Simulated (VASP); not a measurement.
Wanted: the native input for a VASP 6.6.1 run.

* Task: single point
* Functional: PBEsol
* Potentials or basis: VASP PAW PBE potentials, release 64 (Be)
* Cutoff: 520 eV
* k mesh: 12 × 12 × 16
* Occupations: fermi-dirac, width 0.1 eV
* Spin: no spin polarisation
* Dipole correction: no
* Further INCAR settings: ALGO = Normal; EDIFF = 1e-06; NBANDS = 10

The structure of Be lies in POSCAR:

```
Be
1.0
    3.4122832344      0.0000000000      0.0000000000
   -1.7061416172      2.9551239659      0.0000000000
    0.0000000000      0.0000000000      2.0923125003
Be
3
Direct
    1.0000000000      1.0000000000      1.0000000000
    0.3333333333      0.6666666667      0.5000000000
    0.6666666667      0.3333333333      0.5000000000
```

This isn't the form of Be at room conditions, which is hcp.

These files were run (other wordings do the same):

INCAR

```
PREC     = Accurate       # precision mode
ENCUT    = 520            # plane-wave cutoff, eV
EDIFF    = 1E-6           # SCF threshold, eV
ISMEAR   = -1             # smearing method
SIGMA    = 0.1            # smearing width, eV
LREAL    = False          # projectors in reciprocal space
LASPH    = True           # aspherical terms in the spheres
NELM     = 80             # most SCF steps
ALGO     = Normal         # electronic algorithm
ISIF     = 2              # what is computed and relaxed
LWAVE    = False          # write WAVECAR
LCHARG   = False          # write CHGCAR
GGA      = PS             # functional
NBANDS   = 10             # bands
```

KPOINTS

```
Automatic mesh
0
Gamma
  12 12 16
```

Potentials or basis: VASP PAW PBE potentials, release 64 (Be).

The run is started by

```console
$ cat potpaw_PBE.64/Be/POTCAR > POTCAR
$ mpirun -np 1 vasp_std > vasp.out
```

Results of the run:

The pressure is 18.9 GPa and the band gap on the k mesh is zero (bands 3 and 4 overlap by 5.34 eV).

Caveat: the cell stands under pressure; the PAW data sets were made with another functional, which shifts forces and pressure a little.

Run time: 36 s on 1 thread of Intel Xeon 8259CL, with other jobs on the host, peak memory 0.15 GiB.
